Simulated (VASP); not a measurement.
# WS2 (R3m) in VASP: further runs

WS2 is run at these levels: r2SCAN; tasks: single point.

All numbers are computed with VASP 6.6.1; they aren't measurements. Logs are shortened: lines on timing, memory, paths and dates and some standing lists are left out, and cuts for length are marked.

**1. The cell of the first run**

It takes space group R3m (No. 160, trigonal). The conventional cell has a = 3.402 Å, b = 3.402 Å, c = 15.934 Å, α = 90.00°, β = 90.00°, γ = 120.00°. Within 3.1 Å of W (site symmetry 3m) lie 6 S at 2.37 to 2.39 Å. Within 3.1 Å of S (site symmetry 3m) lie 3 W at 2.37 Å and 1 S at 2.70 Å. S (site symmetry 3m) has 3 W at 2.39 Å and 10 S at 2.70 to 3.40 Å within 3.5 Å.

**2. Single point, r2SCAN**

POSCAR

```
WS2
1.0
    1.7009266017      0.9820304314      5.3113967832
   -1.7009266017      0.9820304314      5.3113967832
    0.0000000000     -1.9640608628      5.3113967832
W S
1 2
Direct
    0.0000000000      0.0000000000      0.0000000000
    0.7503000000      0.7503000000      0.7503000000
    0.5810000000      0.5810000000      0.5810000000
```

INCAR.step1

```
PREC = Accurate
ENCUT = 520
ISMEAR = 0
SIGMA = 0.05
LREAL = False
LASPH = True
NELM = 100
NBANDS = 20
GGA = PE
ALGO = Normal
EDIFF = 1E-4
LWAVE = True
LCHARG = False
```

INCAR.step2

```
PREC = Accurate
ENCUT = 520
EDIFF = 1E-6
ISMEAR = 0
SIGMA = 0.05
LREAL = False
LASPH = True
NELM = 100
ALGO = Normal
ISIF = 2
LWAVE = False
LCHARG = True
METAGGA = R2SCAN
LMIXTAU = True
LELF = True
LVHAR = True
NBANDS = 20
ISTART = 1
```

KPOINTS

```
Automatic mesh
0
Gamma
  12 12 12
```

Potentials or basis: VASP PAW PBE potentials, release 64 (W_sv, S).

Launch:

```sh
$ cat potpaw_PBE.64/W_sv/POTCAR potpaw_PBE.64/S/POTCAR > POTCAR
$ cp INCAR.step1 INCAR
$ mpirun -np 1 vasp_std > vasp.out
$ cp INCAR.step2 INCAR
$ mpirun -np 1 vasp_std > vasp.out
```

OUTCAR:

```text
PREC = Accurate
   ENCUT = 520
   EDIFF = 1E-6
   ISMEAR = 0
   LREAL = False
   LASPH = True
   NELM = 100
   ISIF = 2
   METAGGA = R2SCAN
   ISTART = 1

 ion  position               nearest neighbor table
   1  0.000  0.000  0.000-   2 2.37   2 2.37   2 2.37   3 2.39   3 2.39   3 2.39
   2  0.750  0.750  0.750-   1 2.37   1 2.37   1 2.37   3 2.70
   3  0.581  0.581  0.581-   1 2.39   1 2.39   1 2.39   2 2.70

  LATTYP: Found a trigonal (rhomboedric) cell.
 ALAT       =     5.6629030418
 COS(alpha) =     0.8195641247

  Lattice vectors:

 A1 = (   1.7009266017,   0.9820304314,   5.3113967832)
 A2 = (  -1.7009266017,   0.9820304314,   5.3113967832)
 A3 = (   0.0000000000,  -1.9640608628,   5.3113967832)

Analysis of symmetry for initial positions (statically):
=====================================================================
 Subroutine PRICEL returns:
 Original cell was already a primitive cell.

 Routine SETGRP: Setting up the symmetry group for a
 trigonal (rhombohedral) supercell.

 Subroutine GETGRP returns: Found  6 space group operations
 (whereof  6 operations were pure point group operations)
 out of a pool of 12 trial point group operations.

The static configuration has the point symmetry C_3v.

Analysis of symmetry for dynamics (positions and initial velocities):
=====================================================================
 Subroutine PRICEL returns:
 Original cell was already a primitive cell.

 Routine SETGRP: Setting up the symmetry group for a
 trigonal (rhombohedral) supercell.

 Subroutine GETGRP returns: Found  6 space group operations
 (whereof  6 operations were pure point group operations)
 out of a pool of 12 trial point group operations.

The dynamic configuration has the point symmetry C_3v.

 Subroutine INISYM returns: Found  6 space group operations
 (whereof  6 operations are pure point group operations),
 and found     1 'primitive' translations

----------------------------------------------------------------------------------------

                                     Primitive cell

  volume of cell :      53.2317

  direct lattice vectors                    reciprocal lattice vectors
     1.700926602  0.982030431  5.311396783     0.293957423  0.169716397  0.062758131
    -1.700926602  0.982030431  5.311396783    -0.293957423  0.169716397  0.062758131
     0.000000000 -1.964060863  5.311396783     0.000000000 -0.339432794  0.062758131

  length of vectors
     5.662903042  5.662903042  5.662903042     0.345185754  0.345185754  0.345185754

  position of ions in fractional coordinates (direct lattice)
     0.000000000  0.000000000  0.000000000
     0.750300000  0.750300000  0.750300000
     0.581000000  0.581000000  0.581000000

  ion indices of the primitive-cell ions
   primitive index   ion index
                 1           1
                 2           2
                 3           3

----------------------------------------------------------------------------------------

 KPOINTS: Automatic mesh

Automatic generation of k-mesh.
 Grid dimensions read from file:
 generate k-points for:   12   12   12

 Generating k-lattice:

  Cartesian coordinates                     Fractional coordinates (reciprocal lattice)
     0.024496452  0.014143033  0.005229844     0.083333333 -0.000000000  0.000000000
    -0.024496452  0.014143033  0.005229844    -0.000000000  0.083333333  0.000000000
     0.000000000 -0.028286066  0.005229844     0.000000000  0.000000000  0.083333333

  Length of vectors
     0.028765479  0.028765479  0.028765479

  Shift w.r.t. Gamma in fractional coordinates (k-lattice)
     0.000000000  0.000000000  0.000000000

 Subroutine IBZKPT returns following result:
 ===========================================

 Found    189 irreducible k-points:

 Following reciprocal coordinates:
            Coordinates               Weight
  0.000000  0.000000  0.000000      1.000000
  0.083333 -0.000000 -0.000000      6.000000
  0.166667 -0.000000  0.000000      6.000000
  0.250000  0.000000  0.000000      6.000000
  0.333333 -0.000000  0.000000      6.000000
  0.416667  0.000000 -0.000000      6.000000
[... 16 lines left out ...]
  0.500000  0.166667 -0.000000     12.000000
 -0.416667  0.166667  0.000000     12.000000
 [... further k-points ...]
   k-points           NKPTS =    189   k-points in BZ     NKDIM =    189   number of bands    NBANDS=     20
   number of dos      NEDOS =    301   number of ions     NIONS =      3
   total plane-waves  NPLWV =  74088
   dimension x,y,z NGX =    42 NGY =   42 NGZ =   42
   dimension x,y,z NGXF=    84 NGYF=   84 NGZF=   84
   ions per type =               1   2
   NGX,Y,Z   is equivalent  to a cutoff of  12.33, 12.33, 12.33 a.u.
   NGXF,Y,Z  is equivalent  to a cutoff of  24.66, 24.66, 24.66 a.u.
 SYSTEM =  unknown system
   PREC   = accura    normal or accurate (medium, high low for compatibility)
   ISTART =      1    job   : 0-new  1-cont  2-samecut
   ICHARG =      0    charge: 1-file 2-atom 10-const
   ISPIN  =      1    spin polarized calculation?
   LNONCOLLINEAR =      F non collinear calculations
   LSORBIT =      F    spin-orbit coupling
   LASPH  =      T    aspherical Exc in radial PAW
   ENCUT  =  520.0 eV  38.22 Ry    6.18 a.u.  10.53 10.53 10.53*2*pi/ulx,y,z
   NELM   =    100;   NELMIN=  2; NELMDL=  0     # of ELM steps
   EDIFF  = 0.1E-05   stopping-criterion for ELM
   LREAL  =      F    real-space projection
   EDIFFG = 0.1E-04   stopping-criterion for IOM
   NSW    =      0    number of steps for IOM
   IBRION =     -1    ionic relax: 0-MD 1-quasi-New 2-CG
   NFREE  =      0    steps in history (QN), initial steepest desc. (CG)
   ISIF   =      2    stress and relaxation
   ISYM   =      2    0-nonsym 1-usesym 2-fastsym
   POTIM  = 0.5000    time-step for ionic-motion
   TEBEG  =    0.0;   TEEND  =   0.0 temperature during run
   PSTRESS=    0.0 pullay stress
   NELECT =      26.0000    total number of electrons
   NUPDOWN=      -1.0000    fix difference up-down
   EMIN   =  10.00;   EMAX   =-10.00  energy-range for DOS
   EFERMI =   0.00;   METHOD = LEGACY
   ISMEAR =     0;   SIGMA  =   0.05  broadening in eV -4-tet -1-fermi 0-gaus
   EFERMI_NEDOS =   21; number of points for ismear=-14 and -15
   IALGO  =     38    algorithm
   IMIX   =      4    mixing-type and parameters
     AMIX     =   0.40;   BMIX     =  1.00
     AMIX_MAG =   1.60;   BMIX_MAG =  1.00
  volume/ion in A,a.u.               =      17.74       119.74
  Fermi-wavevector in a.u.,A,eV,Ry     =   1.289266  2.436359 22.615688  1.662206
  Thomas-Fermi vector in A             =   2.421169
   LORBIT       =      0    0 simple, 1 ext, 2 COOP (PROOUT), +10 PAW based schemes
   METAGGA = R2SCAN    functional components
   LHFCALC =     F    Hartree Fock is set to
   AEXX    =    0.0000 exact exchange contribution
   IVDW    =     0    specifies the selected vdW correction
   LEPSILON=     F    determine dielectric tensor
   LRPA    =     F    only Hartree local field effects (RPA)
 non-spin polarized calculation
 Gauss-broadening in eV      SIGMA  =   0.05
  energy-cutoff  :      520.00
  volume of cell :       53.23
 maximum number of plane-waves:      1450
   NGX = 21   NGY = 21   NGZ = 21

 number of electron      25.9999999 magnetization

 Free energy of the ion-electron system (eV)
  ---------------------------------------------------
  ext. energy  EPLUGINS =         0.00000000
  ---------------------------------------------------
  free energy    TOTEN  =       -69.10905158 eV

  energy without entropy =      -69.10730164  energy(sigma->0) =      -69.10817661

 E-fermi :   7.7534     XC(G=0): -11.7039

 val. band max:        7.7465604420   @ k =  -0.3333   0.3333   0.0833
 cond. band min:       7.7613941234   @ k =  -0.2500   0.5000   0.0833
 fundamental gap:      0.0148336814
 Fermi energy:         7.7534375887

 k-point     1 :       0.0000    0.0000    0.0000
  band No.  band energies     occupation
      1     -69.2228      2.00000
      2     -32.8190      2.00000
      3     -32.8190      2.00000
      4     -32.7143      2.00000
      5      -9.1702      2.00000
      6      -5.8775      2.00000
[... 12 lines left out ...]
     19      14.9223      0.00000
     20      17.0931      0.00000

 k-point     2 :       0.0833   -0.0000   -0.0000
  band No.  band energies     occupation
      1     -69.2223      2.00000
      2     -32.8326      2.00000
      3     -32.8221      2.00000
      4     -32.7119      2.00000
      5      -9.0722      2.00000
      6      -5.8864      2.00000
[... 12 lines left out ...]
     19      15.2940      0.00000
     20      16.9015      0.00000

 k-point     3 :       0.1667   -0.0000    0.0000
  band No.  band energies     occupation
      1     -69.2209      2.00000
      2     -32.8696      2.00000
      3     -32.8306      2.00000
      4     -32.7052      2.00000
      5      -8.7950      2.00000
      6      -5.9090      2.00000
[... 12 lines left out ...]
     19      15.7151      0.00000
     20      16.6844      0.00000

 k-point     4 :       0.2500    0.0000    0.0000
  band No.  band energies     occupation
      1     -69.2189      2.00000
      2     -32.9198      2.00000
      3     -32.8423      2.00000
      4     -32.6962      2.00000
      5      -8.3904      2.00000
      6      -5.9368      2.00000
[... 12 lines left out ...]
     19      15.0330      0.00000
     20      16.4257      0.00000

 k-point     5 :       0.3333   -0.0000    0.0000
  band No.  band energies     occupation
      1     -69.2170      2.00000
      2     -32.9695      2.00000
      3     -32.8539      2.00000
      4     -32.6871      2.00000
      5      -7.9475      2.00000
      6      -5.9631      2.00000
[... 12 lines left out ...]
     19      15.5371      0.00000
     20      15.7711      0.00000

 k-point     6 :       0.4167    0.0000   -0.0000
  band No.  band energies     occupation
      1     -69.2156      2.00000
      2     -33.0055      2.00000
      3     -32.8623      2.00000
      4     -32.6804      2.00000
      5      -7.5901      2.00000
      6      -5.9840      2.00000
[... 12 lines left out ...]
     19      14.8660      0.00000
     20      16.1571      0.00000

 k-point     7 :       0.5000    0.0000    0.0000
  band No.  band energies     occupation
      1     -69.2151      2.00000
      2     -33.0187      2.00000
      3     -32.8654      2.00000
      4     -32.6780      2.00000
      5      -7.4500      2.00000
      6      -5.9930      2.00000
[... 12 lines left out ...]
     19      14.5904      0.00000
     20      16.2361      0.00000
[... 277 lines left out ...]
 k-point    20 :       0.2500    0.1667    0.0000
  band No.  band energies     occupation
      1     -69.2196      2.00000
      2     -32.8991      2.00000
      3     -32.8404      2.00000
      4     -32.6995      2.00000
      5      -8.5025      2.00000
      6      -6.0240      2.00000
[... 12 lines left out ...]
     19      15.5878      0.00000
     20      16.4902      0.00000

 k-point    21 :       0.3333    0.1667    0.0000
  band No.  band energies     occupation
      1     -69.2180      2.00000
      2     -32.9356      2.00000
      3     -32.8573      2.00000
      4     -32.6917      2.00000
      5      -8.1277      2.00000
      6      -6.0484      2.00000
[... 12 lines left out ...]
     19      15.4156      0.00000
     20      16.3219      0.00000

 k-point    22 :       0.4167    0.1667   -0.0000
  band No.  band energies     occupation
      1     -69.2163      2.00000
      2     -32.9701      2.00000
      3     -32.8759      2.00000
      4     -32.6838      2.00000
      5      -7.7296      2.00000
      6      -6.0514      2.00000
[... 12 lines left out ...]
     19      15.9058      0.00000
     20      16.5296      0.00000

 k-point    23 :       0.5000    0.1667   -0.0000
  band No.  band energies     occupation
      1     -69.2150      2.00000
      2     -32.9945      2.00000
      3     -32.8902      2.00000
      4     -32.6780      2.00000
      5      -7.4244      2.00000
      6      -6.0349      2.00000
[... 12 lines left out ...]
     19      15.6905      0.00000
     20      16.7343      0.00000

 k-point    24 :      -0.4167    0.1667    0.0000
  band No.  band energies     occupation
      1     -69.2146      2.00000
      2     -33.0034      2.00000
      3     -32.8955      2.00000
      4     -32.6759      2.00000
      5      -7.3243      2.00000
      6      -6.0021      2.00000
[... 12 lines left out ...]
     19      15.5947      0.00000
     20      16.7809      0.00000

 [... further k-points ...]

------------------------ aborting loop because EDIFF is reached ----------------------------------------

  FORCE on cell =-STRESS in cart. coord.  units (eV):
  Direction    XX          YY          ZZ          XY          YZ          ZX
  --------------------------------------------------------------------------------------
  -------------------------------------------------------------------------------------
  Total       -2.3923582     -2.3923582      9.4297249      0.0000000      0.0000000      0.0000000
  in kB      -72.0055992    -72.0055992    283.8174476      0.0000000      0.0000000      0.0000000
  external PRESSURE =      46.6020830 kB  Pullay stress =       0.0000000 kB

 VOLUME and BASIS-vectors are now :
 -----------------------------------------------------------------------------
  energy-cutoff  :      520.00
  volume of cell :       53.23
      direct lattice vectors                 reciprocal lattice vectors
     1.700926602  0.982030431  5.311396783     0.293957423  0.169716397  0.062758131
    -1.700926602  0.982030431  5.311396783    -0.293957423  0.169716397  0.062758131
     0.000000000 -1.964060863  5.311396783     0.000000000 -0.339432794  0.062758131

 POSITION                                       TOTAL-FORCE (eV/Angst)
 -----------------------------------------------------------------------------------
      0.00000      0.00000      0.00000         0.000000     -0.000000     -0.348275
      0.00000      0.00000     11.95542         0.000000      0.000000      2.776820
      0.00000      0.00000      9.25776         0.000000     -0.000000     -2.428545
 -----------------------------------------------------------------------------------
    total drift:                                0.000000     -0.000000      0.000057

  FREE ENERGIE OF THE ION-ELECTRON SYSTEM (eV)
  ---------------------------------------------------
  free  energy   TOTEN  =       -69.1090515811 eV

  energy  without entropy=      -69.1073016364  energy(sigma->0) =      -69.10817661
```

It took 23 min on 1 thread of Intel Xeon 8259CL, shared host; peak memory 0.41 GiB.

Results:

```
Free energy            : -69.1091 eV
Pressure               : 4.7 GPa
Largest force          : 2.777 eV/Å
Band gap on the k mesh : zero (bands 13 and 14 overlap by 1.04 eV)
```

Forces on the atoms (eV/Å):
```
W    0.000  0.000 -0.348
S    0.000  0.000  2.777
S    0.000  0.000 -2.429
```

Stress tensor (GPa, compression positive):
```
-7.20  0.00  0.00
 0.00 -7.20  0.00
 0.00  0.00 28.38
```

Caveat: the stress differs along the axes, from -7 to 28 GPa; the PAW data sets were made with another functional, which shifts forces and pressure a little; spin-orbit coupling is left out, which moves the levels of the heavy elements.

**3. Single point, r2SCAN**

This run uses another cell than the first one, of the same volume but with other edges.

POSCAR

```
WS2
1.0
    1.4467754085      0.8352961716      7.3413791902
   -1.4467754085      0.8352961716      7.3413791902
    0.0000000000     -1.6705923432      7.3413791902
W S
1 2
Direct
    0.0000000000      0.0000000000      0.0000000000
    0.7503000000      0.7503000000      0.7503000000
    0.5810000000      0.5810000000      0.5810000000
```

INCAR.step1

```
SYSTEM = WS2
ALGO = Normal
EDIFF = 1E-4
ENCUT = 520
GGA = PE
ISMEAR = 0
LASPH = .TRUE.
LCHARG = .FALSE.
LREAL = .FALSE.
LWAVE = .TRUE.
NBANDS = 20
NELM = 100
PREC = Accurate
SIGMA = 0.05
```

INCAR.step2

```
SYSTEM = WS2
ALGO = Normal
EDIFF = 1E-6
ENCUT = 520
ISIF = 2
ISMEAR = 0
ISTART = 1
LASPH = .TRUE.
LCHARG = .FALSE.
LMIXTAU = .TRUE.
LREAL = .FALSE.
LWAVE = .FALSE.
METAGGA = R2SCAN
NBANDS = 20
NELM = 100
PREC = Accurate
SIGMA = 0.05
```

KPOINTS

```
k-points
0
G
  12 12 12
  0 0 0
```

Potentials or basis: VASP PAW PBE potentials, release 64 (W_sv, S).

Launch:

```sh
$ cat potpaw_PBE.64/W_sv/POTCAR potpaw_PBE.64/S/POTCAR > POTCAR
$ cp INCAR.step1 INCAR
$ mpirun -np 1 vasp_std > vasp.out
$ cp INCAR.step2 INCAR
$ mpirun -np 1 vasp_std > vasp.out
```

It took 60 min on 1 thread of Intel Xeon 8259CL, shared host; peak memory 0.61 GiB.

Results (log left out):

| Item | Value |
| --- | --- |
| Free energy | -68.3149 eV |
| Pressure | 3.3 GPa |
| Largest force | 3.456 eV/Å |
| Band gap on the k mesh | 0.11 eV (least direct gap 1.04 eV) |

Forces in eV/Å, atoms in the order of the input:
```
W    0.000  0.000 -0.432
S    0.000  0.000 -3.024
S    0.000  0.000  3.456
```

Stress tensor (GPa, compression positive):
```
 23.47   0.00   0.00
  0.00  23.47   0.00
  0.00   0.00 -36.89
```

Levels at points of the mesh, in eV from the valence-band top:
| k point | band 9 | band 10 | band 11 | band 12 | band 13 | band 14 | band 15 | band 16 | band 17 | band 18 |
| --- | --- | --- | --- | --- | --- | --- | --- | --- | --- | --- |
| (0.00, 0.00, 0.00) | -3.00 | -1.80 | -1.80 | -0.01 | -0.01 | 2.95 | 2.95 | 3.49 | 3.49 | 5.79 |
| (0.50, 0.00, 0.00) | -5.32 | -3.77 | -2.52 | -2.03 | -0.37 | 2.26 | 3.32 | 3.93 | 4.38 | 6.10 |
| (0.50, 0.50, 0.00) | -5.21 | -4.02 | -2.50 | -1.83 | -0.43 | 2.45 | 3.09 | 4.05 | 4.38 | 6.34 |
| (0.50, 0.50, 0.50) | -2.21 | -1.80 | -1.80 | 0.00 | 0.00 | 2.92 | 2.92 | 3.51 | 3.51 | 6.85 |

Caveat: the stress differs along the axes, from -37 to 23 GPa; the PAW data sets were made with another functional, which shifts forces and pressure a little; spin-orbit coupling is left out, which moves the levels of the heavy elements.
